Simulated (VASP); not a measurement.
# Sn2TeO2 (P-3m1) in VASP: further runs, part 2 of 2

VASP 6.6.1. The steps go on from the part before.

## (4) Single point, PBE

The input, INCAR:

```
SYSTEM = Sn2TeO2
  ALGO = Normal
  EDIFF = 1E-6
  ENCUT = 520
  GGA = PE
  ISIF = 2
  ISMEAR = 0
  LASPH = .True.
  LCHARG = .False.
  LREAL = .False.
  LWAVE = .False.
  NBANDS = 31
  NELM = 60
  PREC = Accurate
  SIGMA = 0.1
```

The input, KPOINTS:

```
k-points
0
Gamma
  12 12 6
  0 0 0
```

The input, POSCAR:

```
Sn2TeO2
1.0
    4.0808747299      0.0000000000      0.0000000000
   -2.0404373650      3.5341411857      0.0000000000
    0.0000000000      0.0000000000      6.7377497344
Sn Te O
2 1 2
Direct
    0.3333333333      0.6666666667      0.2984226748
    0.6666666667      0.3333333333      0.7015773252
    0.0000000000      0.0000000000      0.0000000000
    0.3333333333      0.6666666667      0.6112453465
    0.6666666667      0.3333333333      0.3887546535
```

Potentials or basis: VASP PAW PBE potentials, release 64 (Sn_d, Te, O).

Started as:

```
$ cat potpaw_PBE.64/Sn_d/POTCAR potpaw_PBE.64/Te/POTCAR potpaw_PBE.64/O/POTCAR > POTCAR
$ mpirun -np 1 vasp_std > vasp.out
```

OUTCAR:

```text
SYSTEM = Sn2TeO2
   EDIFF = 1E-6
   ENCUT = 520
   GGA = PE
   ISIF = 2
   ISMEAR = 0
   LASPH = .True.
   LREAL = .False.
   NELM = 60
   PREC = Accurate

 ion  position               nearest neighbor table
   1  0.333  0.667  0.298-   4 2.11   5 2.43   5 2.43   5 2.43   3 3.10   3 3.10   3 3.10   2 3.60
                             2 3.60   2 3.60
   2  0.667  0.333  0.702-   5 2.11   4 2.43   4 2.43   4 2.43   3 3.10   3 3.10   3 3.10   1 3.60
                             1 3.60   1 3.60
   3  0.000  0.000  0.000-   1 3.10   2 3.10   1 3.10   2 3.10   2 3.10   1 3.10
   4  0.333  0.667  0.611-   1 2.11   2 2.43   2 2.43   2 2.43
   5  0.667  0.333  0.389-   2 2.11   1 2.43   1 2.43   1 2.43

  LATTYP: Found a hexagonal cell.
 ALAT       =     4.0808747299
 C/A-ratio  =     1.6510552713

  Lattice vectors:

 A1 = (   4.0808747299,   0.0000000000,   0.0000000000)
 A2 = (  -2.0404373650,   3.5341411857,   0.0000000000)
 A3 = (   0.0000000000,   0.0000000000,   6.7377497344)

Analysis of symmetry for initial positions (statically):
=====================================================================
 Subroutine PRICEL returns:
 Original cell was already a primitive cell.

 Routine SETGRP: Setting up the symmetry group for a
 hexagonal supercell.

 Subroutine GETGRP returns: Found 12 space group operations
 (whereof 12 operations were pure point group operations)
 out of a pool of 24 trial point group operations.

The static configuration has the point symmetry D_3d.

Analysis of symmetry for dynamics (positions and initial velocities):
=====================================================================
 Subroutine PRICEL returns:
 Original cell was already a primitive cell.

 Routine SETGRP: Setting up the symmetry group for a
 hexagonal supercell.

 Subroutine GETGRP returns: Found 12 space group operations
 (whereof 12 operations were pure point group operations)
 out of a pool of 24 trial point group operations.
[... 121 lines left out ...]
   EFERMI =   0.00;   METHOD = LEGACY
   ISMEAR =     0;   SIGMA  =   0.10  broadening in eV -4-tet -1-fermi 0-gaus
   EFERMI_NEDOS =   21; number of points for ismear=-14 and -15
   IALGO  =     38    algorithm
   IMIX   =      4    mixing-type and parameters
     AMIX     =   0.40;   BMIX     =  1.00
     AMIX_MAG =   1.60;   BMIX_MAG =  1.00
  volume/ion in A,a.u.               =      19.43       131.15
  Fermi-wavevector in a.u.,A,eV,Ry     =   1.275881  2.411065 22.148540  1.627872
  Thomas-Fermi vector in A             =   2.408568
   LORBIT       =      0    0 simple, 1 ext, 2 COOP (PROOUT), +10 PAW based schemes
   GGA     = PE    functional components
   LHFCALC =     F    Hartree Fock is set to
   AEXX    =    0.0000 exact exchange contribution
   IVDW    =     0    specifies the selected vdW correction
   LEPSILON=     F    determine dielectric tensor
   LRPA    =     F    only Hartree local field effects (RPA)
 non-spin polarized calculation
 Gauss-broadening in eV      SIGMA  =   0.10
  energy-cutoff  :      520.00
  volume of cell :       97.17
 maximum number of plane-waves:      2651
   NGX = 15   NGY = 15   NGZ = 25

 number of electron      46.0000014 magnetization

 Free energy of the ion-electron system (eV)
  ---------------------------------------------------
  ext. energy  EPLUGINS =         0.00000000
  ---------------------------------------------------
  free energy    TOTEN  =       -24.68103608 eV

  energy without entropy =      -24.67487742  energy(sigma->0) =      -24.67795675

 E-fermi :   7.2308     XC(G=0): -10.2630

 val. band max:        7.2291303194   @ k =   0.2500   0.0000   0.3333
 cond. band min:       7.2587554155   @ k =   0.3333   0.3333   0.0000
 fundamental gap:      0.0296250962
 Fermi energy:         7.2307843662

 k-point     1 :       0.0000    0.0000    0.0000
  band No.  band energies     occupation
      1     -14.6351      2.00000
      2     -14.4764      2.00000
      3     -14.4764      2.00000
      4     -14.4736      2.00000
      5     -14.4736      2.00000
      6     -14.4483      2.00000
[... 805 lines left out ...]
     30      13.3505      0.00000
     31      13.9703      0.00000

 [... further k-points ...]
[... 5 lines left out ...]
  --------------------------------------------------------------------------------------
  -------------------------------------------------------------------------------------
  Total       -0.0066575     -0.0066575      0.1789818      0.0000000      0.0000000     -0.0000000
  in kB       -0.1097657     -0.1097657      2.9509872      0.0000000      0.0000000     -0.0000000
  external PRESSURE =       0.9104853 kB  Pullay stress =       0.0000000 kB

 VOLUME and BASIS-vectors are now :
 -----------------------------------------------------------------------------
  energy-cutoff  :      520.00
  volume of cell :       97.17
      direct lattice vectors                 reciprocal lattice vectors
     4.080874730  0.000000000  0.000000000     0.245045503  0.141477087  0.000000000
    -2.040437365  3.534141186  0.000000000     0.000000000  0.282954174  0.000000000
     0.000000000  0.000000000  6.737749734     0.000000000  0.000000000  0.148417504

 POSITION                                       TOTAL-FORCE (eV/Angst)
 -----------------------------------------------------------------------------------
     -0.00000      2.35609      2.01070        -0.000000      0.000000     -0.061876
      2.04044      1.17805      4.72705        -0.000000     -0.000000      0.061876
      0.00000      0.00000      0.00000        -0.000000      0.000000     -0.000000
     -0.00000      2.35609      4.11842        -0.000000      0.000000      0.039824
      2.04044      1.17805      2.61933         0.000000      0.000000     -0.039824
 -----------------------------------------------------------------------------------
    total drift:                               -0.000000      0.000000     -0.000000

  FREE ENERGIE OF THE ION-ELECTRON SYSTEM (eV)
  ---------------------------------------------------
  free  energy   TOTEN  =       -24.6810360790 eV

  energy  without entropy=      -24.6748774204  energy(sigma->0) =      -24.67795675
```

Wall time 5.3 min (1 thread of Intel Xeon 6975P-C (Granite Rapids), shared host); peak memory 0.39 GiB.

What came out:

| Item | Value |
| --- | --- |
| Free energy | -24.6810 eV |
| Pressure | 0.1 GPa |
| Largest force | 0.062 eV/Å |
| Band gap on the k mesh | zero (band 23 reaches 7.34 eV, above the bottom of band 24 at 6.93 eV) |

Forces on the atoms (eV/Å):
```
Sn   0.000  0.000 -0.062
Sn   0.000  0.000  0.062
Te   0.000  0.000  0.000
O    0.000  0.000  0.040
O    0.000  0.000 -0.040
```

Caveat: spin-orbit coupling is left out, which moves the levels of the heavy elements.

## (5) Relaxation of cell and atoms, PBE

This run uses another cell than the first one, of 19.56 Å³/atom, 1.007 times its volume.

The input, INCAR:

```
ALGO     = Normal         # electronic algorithm
EDIFF    = 1E-6           # SCF threshold, eV
EDIFFG   = -0.04          # ionic threshold
ENCUT    = 600            # plane-wave cutoff, eV
GGA      = PE             # functional
IBRION   = 2              # ionic algorithm
ISIF     = 3              # what is computed and relaxed
ISMEAR   = 0              # smearing method
LASPH    = T              # aspherical terms in the spheres
LCHARG   = F              # write CHGCAR
LREAL    = F              # projectors in reciprocal space
LWAVE    = F              # write WAVECAR
NELM     = 100            # most SCF steps
NSW      = 90             # ionic steps
PREC     = Accurate       # precision mode
SIGMA    = 0.1            # smearing width, eV
```

The input, KPOINTS:

```
k-points
0
Gamma
  6 6 4
```

The input, POSCAR:

```
Sn2TeO2
1.0
    4.0826783320      0.0000000000      0.0000000000
   -2.0413391660      3.5357031510      0.0000000000
    0.0000000000      0.0000000000      6.7739757939
Sn Te O
2 1 2
Direct
    0.3333333333      0.6666666667      0.2989726236
    0.6666666667      0.3333333333      0.7010273764
    0.0000000000      0.0000000000      0.0000000000
    0.3333333333      0.6666666667      0.6102370426
    0.6666666667      0.3333333333      0.3897629574
```

Potentials or basis: VASP PAW PBE potentials, release 64 (Sn_d, Te, O).

Started as:

```
$ cat potpaw_PBE.64/Sn_d/POTCAR potpaw_PBE.64/Te/POTCAR potpaw_PBE.64/O/POTCAR > POTCAR
$ mpirun -np 1 vasp_std > vasp.out
```

OUTCAR:

```text
EDIFF = 1E-6
   EDIFFG = -0.04
   ENCUT = 600
   GGA = PE
   IBRION = 2
   ISIF = 3
   ISMEAR = 0
   LASPH = T
   LREAL = F
   NELM = 100
   NSW = 90
   PREC = Accurate

 ion  position               nearest neighbor table
   1  0.333  0.667  0.299-   4 2.11   5 2.44   5 2.44   5 2.44   3 3.11   3 3.11   3 3.11   2 3.60
                             2 3.60   2 3.60
   2  0.667  0.333  0.701-   5 2.11   4 2.44   4 2.44   4 2.44   3 3.11   3 3.11   3 3.11   1 3.60
                             1 3.60   1 3.60
   3  0.000  0.000  0.000-   1 3.11   2 3.11   2 3.11   1 3.11   2 3.11   1 3.11
   4  0.333  0.667  0.610-   1 2.11   2 2.44   2 2.44   2 2.44
   5  0.667  0.333  0.390-   2 2.11   1 2.44   1 2.44   1 2.44

  LATTYP: Found a hexagonal cell.
[... 972 lines left out ...]
  Total       -0.0468007     -0.0468007      0.1680378      0.0000000      0.0000000      0.0000000
  in kB       -0.7714332     -0.7714332      2.7698277      0.0000000      0.0000000      0.0000000
  external PRESSURE =       0.4089871 kB  Pullay stress =       0.0000000 kB

 VOLUME and BASIS-vectors are now :
 -----------------------------------------------------------------------------
  energy-cutoff  :      600.00
  volume of cell :       97.20
      direct lattice vectors                 reciprocal lattice vectors
     4.071231173  0.000000000  0.000000000     0.245625944  0.141812205  0.000000000
    -2.035615586  3.525789620  0.000000000    -0.000000000  0.283624410  0.000000000
     0.000000000 -0.000000000  6.771464031     0.000000000  0.000000000  0.147678552

 POSITION                                       TOTAL-FORCE (eV/Angst)
 -----------------------------------------------------------------------------------
     -0.00000      2.35053      2.02236         0.000000      0.000000     -0.028617
      2.03562      1.17526      4.74910        -0.000000     -0.000000      0.028617
      4.07123      0.00000      0.00000        -0.000000     -0.000000      0.000000
     -0.00000      2.35053      4.13328         0.000000     -0.000000      0.013733
      2.03562      1.17526      2.63818        -0.000000      0.000000     -0.013733
 -----------------------------------------------------------------------------------
    total drift:                               -0.000000      0.000000      0.000000

  FREE ENERGIE OF THE ION-ELECTRON SYSTEM (eV)
  ---------------------------------------------------
  free  energy   TOTEN  =       -24.6834438017 eV

  energy  without entropy=      -24.6734892424  energy(sigma->0) =      -24.67846652

 reached required accuracy - stopping structural energy minimisation
```

OSZICAR:

```text
N       E                     dE             d eps       ncg     rms          rms(c)
DAV:   1     0.526360762299E+03    0.52636E+03   -0.24522E+04  1316   0.253E+03
[... 16 lines left out ...]
DAV:   1    -0.246981277822E+02   -0.15792E-01   -0.42947E-01  1627   0.820E+00    0.798E-01
DAV:   2    -0.246863614791E+02    0.11766E-01   -0.51725E-02  1764   0.231E+00    0.291E-01
DAV:   3    -0.246839833089E+02    0.23782E-02   -0.71102E-03  1780   0.121E+00    0.146E-01
DAV:   4    -0.246834657491E+02    0.51756E-03   -0.19915E-03  1905   0.577E-01    0.519E-02
DAV:   5    -0.246834512079E+02    0.14541E-04   -0.25451E-04  1547   0.120E-01    0.388E-02
DAV:   6    -0.246834433482E+02    0.78598E-05   -0.29615E-05  1840   0.577E-02    0.119E-02
DAV:   7    -0.246834435530E+02   -0.20483E-06   -0.11413E-05  1829   0.294E-02    0.292E-03
DAV:   8    -0.246834438017E+02   -0.24872E-06   -0.12127E-06   796   0.805E-03
   2 F= -.24683444E+02 E0= -.24678467E+02  d E =-.110782E-02
```

Run time: 2.4 min. Hardware: 1 thread of Intel Xeon 6975P-C (Granite Rapids), shared host; peak memory 0.3 GiB.

Results:

| Quantity | Value |
| --- | --- |
| Free energy | -24.6834 eV |
| Relaxed volume | 19.44 Å³/atom |
| Relaxed cell | a = 4.071 Å, b = 4.071 Å, c = 6.771 Å, α = 90.00°, β = 90.00°, γ = 120.00° |
| Space group after relaxing (to 0.05 Å) | P-3m1 (No. 164) |
| Energy gained by relaxing | 0.2 meV/atom |
| Ionic steps | 2 |
| Pressure after relaxing | 0.0 GPa |
| Largest force after relaxing | 0.029 eV/Å |
| Band gap on the k mesh | zero (band 23 reaches 7.26 eV, above the bottom of band 24 at 6.93 eV) |

Forces in eV/Å, atoms in the order of the input:
```
Sn   0.000  0.000 -0.029
Sn   0.000  0.000  0.029
Te   0.000  0.000  0.000
O    0.000  0.000  0.014
O    0.000  0.000 -0.014
```

Stress tensor (GPa, compression positive):
```
-0.08  0.00  0.00
 0.00 -0.08  0.00
 0.00  0.00  0.28
```

The path:
```tsv
step	energy change (eV)	largest force (eV/Å)	pressure (GPa)	volume (Å³)
1	0.0000	0.0440	-0.34	97.78
2	-0.0011	0.0286	0.04	97.20
```

Final structure:
```
CELL_PARAMETERS angstrom
4.07123 0.00000 0.00000
-2.03562 3.52579 0.00000
0.00000 0.00000 6.77146
ATOMIC_POSITIONS crystal
Sn 0.33333 0.66667 0.29866
Sn 0.66667 0.33333 0.70134
Te 0.00000 0.00000 0.00000
O 0.33333 0.66667 0.61040
O 0.66667 0.33333 0.38960
```

Levels at points of the mesh, in eV from the Fermi level:
| k point | band 19 | band 20 | band 21 | band 22 | band 23 | band 24 | band 25 | band 26 | band 27 |
| --- | --- | --- | --- | --- | --- | --- | --- | --- | --- |
| (0.00, 0.00, 0.00) | -2.97 | -2.97 | -2.72 | -0.67 | -0.67 | 1.64 | 2.86 | 3.66 | 3.66 |
| (0.50, 0.00, 0.00) | -3.15 | -2.92 | -2.14 | -2.13 | -1.33 | 0.97 | 2.75 | 3.55 | 4.46 |
| (0.00, 0.00, 0.50) | -2.97 | -2.97 | -0.65 | -0.65 | -0.40 | 1.27 | 2.69 | 2.69 | 3.19 |
| (0.50, 0.00, 0.50) | -3.90 | -3.44 | -1.71 | -1.59 | -1.27 | 0.58 | 2.09 | 3.95 | 4.38 |

Caveat: spin-orbit coupling is left out, which moves the levels of the heavy elements.

## (6) Summary

```tsv
task	cell	k mesh	cutoff (eV)	gap on the mesh (eV)	pressure (GPa)	relaxed volume (Å³/atom)	largest force (eV/Å)
single point	a = 4.069, b = 4.069, c = 6.769 Å, angles 90.0, 90.0, 120.0°, 5 atoms	6 × 6 × 4	520	none	0.3	-	0.07
relaxation of cell and atoms	relaxed from a = 4.467, b = 4.467, c = 7.487 Å, angles 90.0, 90.0, 120.0°, 5 atoms	6 × 6 × 2	600	none	-0.1	19.50	0.02
single point	a = 4.081, b = 4.081, c = 6.738 Å, angles 90.0, 90.0, 120.0°, 5 atoms	12 × 12 × 6	520	none	0.1	-	0.06
relaxation of cell and atoms	relaxed from a = 4.083, b = 4.083, c = 6.774 Å, angles 90.0, 90.0, 120.0°, 5 atoms	6 × 6 × 4	600	none	0.0	19.44	0.03
```

Alike in all rows: level PBE; potentials or basis VASP PAW PBE potentials, release 64 (Sn_d, Te, O); no spin polarisation; smearing gaussian 0.1 eV.

Caveats: some runs use coarse meshes; spin-orbit coupling is left out, which moves the levels of the heavy elements; the volume moved by over 15 % at a fixed basis, so the end points are rough (some runs).

Total energies depend on the potentials used, so only differences within one code and one set of settings carry meaning.
